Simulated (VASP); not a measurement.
Input of a VASP 6.6.1 run:

File INCAR:

```
SYSTEM = Ru2C
PREC = Accurate
ENCUT = 520
EDIFF = 1E-7
ISMEAR = 0
SIGMA = 0.2
LREAL = .False.
LASPH = .True.
NELM = 60
ALGO = Normal
ISIF = 2
LWAVE = .False.
LCHARG = .False.
GGA = PE
NBANDS = 41
```

File KPOINTS:

```
regular mesh
0
Gamma
  8 4 4
  0 0 0
```

POSCAR

```
Ru2C
1.0
    2.8873402691      0.0250146684      0.4401641821
    0.0450731241      5.0043302985     -0.4161889867
    0.7561381408     -0.4167718293      4.8707684667
Ru C
4 2
Direct
    0.6316600515      0.1215862256      0.2343759484
    1.1316607233      0.6215876782      0.2343785607
    0.8683518164      0.3784197381      0.7656223412
    0.3683371653      0.8784170036      0.7656243342
    0.4999941964      0.4999961651      0.4999960015
   -0.0000039528     -0.0000068107      0.5000028140
```

Potentials or basis: VASP PAW PBE potentials, release 64 (Ru_pv, C).

Run with:

```bash
$ cat potpaw_PBE.64/Ru_pv/POTCAR potpaw_PBE.64/C/POTCAR > POTCAR
$ mpirun -np 1 vasp_std > vasp.out
```

Task: Estimate the pressure.

Result: 0.2 GPa.

Task: Estimate the largest force.

Result: 0.041 eV/Å.

Task: What does it give for the band gap on the k mesh?

Result: Zero (band 32 reaches 12.51 eV, above the bottom of band 33 at 11.38 eV).

Forces on the atoms (eV/Å):
```
Ru   0.006 -0.006 -0.040
Ru   0.006 -0.006 -0.040
Ru  -0.007  0.006  0.040
Ru  -0.006  0.006  0.040
C    0.000  0.000  0.000
C    0.000  0.000  0.000
```
